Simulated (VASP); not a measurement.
Set up this calculation in VASP 6.6.1, as the native input.

| Item | Value |
| --- | --- |
| Task | single point |
| Functional | r2SCAN |
| Potentials or basis | VASP PAW PBE potentials, release 64 (Hf_pv, O) |
| Cutoff | 520 eV |
| k mesh | 6 × 6 × 6 |
| Occupations | gaussian, width 0.01 eV |
| Spin | no spin polarisation |
| Dipole correction | no |
| Further INCAR settings | ALGO = Normal; EDIFF = 1e-07; NBANDS = 56 |

HfO2:

```xyz
12
Lattice="5.1139 0.0000 0.0049 0.0000 5.1814 0.0000 -0.8747 0.0000 5.3789" Properties=species:S:1:pos:R:3 pbc="T T T"
Hf    0.7845    2.3704    3.8169
Hf    3.0173    4.9611    4.2565
Hf    3.4547    2.8110    1.5670
Hf    1.2219    0.2203    1.1274
O     1.4494    3.8529    5.2209
O     2.3524    1.2622    2.8524
O     2.7898    1.3285    0.1630
O     1.8868    3.9192    2.5314
O     0.0142    1.6552    1.9288
O     4.6623    4.2459    0.7656
O     4.2250    3.5262    3.4551
O    -0.4232    0.9355    4.6183
```

This cell differs from its parent crystal: uniaxial z strain +3.0%.

The input as run:

POSCAR

```
HfO2
1.0
    5.1138648531      0.0000000000      0.0049017969
    0.0000000000      5.1814079143      0.0000000000
   -0.8746903931      0.0000000000      5.3789469241
Hf O
4 8
Direct
    0.2747367658      0.4574793690      0.7093423552
    0.7252632342      0.9574793690      0.7906576448
    0.7252632342      0.5425206310      0.2906576448
    0.2747367658      0.0425206310      0.2093423552
    0.4493769333      0.7435941678      0.9702066361
    0.5506230667      0.2435941678      0.5297933639
    0.5506230667      0.2564058322      0.0297933639
    0.4493769333      0.7564058322      0.4702066361
    0.0640970273      0.3194548114      0.3585227801
    0.9359029727      0.8194548114      0.1414772199
    0.9359029727      0.6805451886      0.6414772199
    0.0640970273      0.1805451886      0.8585227801
```

INCAR.step1

```
PREC = Accurate
ENCUT = 520
ISMEAR = 0
SIGMA = 0.01
LREAL = F
LASPH = T
NELM = 100
NBANDS = 56
GGA = PE
ALGO = Normal
EDIFF = 1E-4
LWAVE = T
LCHARG = F
```

INCAR.step2

```
PREC = Accurate
ENCUT = 520
EDIFF = 1E-7
ISMEAR = 0
SIGMA = 0.01
LREAL = F
LASPH = T
NELM = 100
ALGO = Normal
ISIF = 2
LWAVE = F
LCHARG = T
METAGGA = R2SCAN
LMIXTAU = T
LELF = T
LVHAR = T
NBANDS = 56
ISTART = 1
```

KPOINTS

```
Automatic mesh
0
Gamma
  6 6 6
```

Potentials or basis: VASP PAW PBE potentials, release 64 (Hf_pv, O).

Run with:

```sh
$ cat potpaw_PBE.64/Hf_pv/POTCAR potpaw_PBE.64/O/POTCAR > POTCAR
$ cp INCAR.step1 INCAR
$ mpirun -np 1 vasp_std > vasp.out
$ cp INCAR.step2 INCAR
$ mpirun -np 1 vasp_std > vasp.out
```

Results of the run:

```yaml
Pressure: -8.8 GPa
Largest_force: 0.105 eV/Å
Band_gap_on_the_k_mesh: 4.64 eV (least direct gap 4.70 eV)
```

Caveat: the cell differs from its parent crystal (uniaxial z strain +3.0%); the cell stands under tension; the PAW data sets were made with another functional, which shifts forces and pressure a little; spin-orbit coupling is left out, which moves the levels of the heavy elements.

Wall time 65 min on 1 thread of Oxide Virtual Turin-like Processor, with other jobs on the host, peak memory 0.55 GiB.
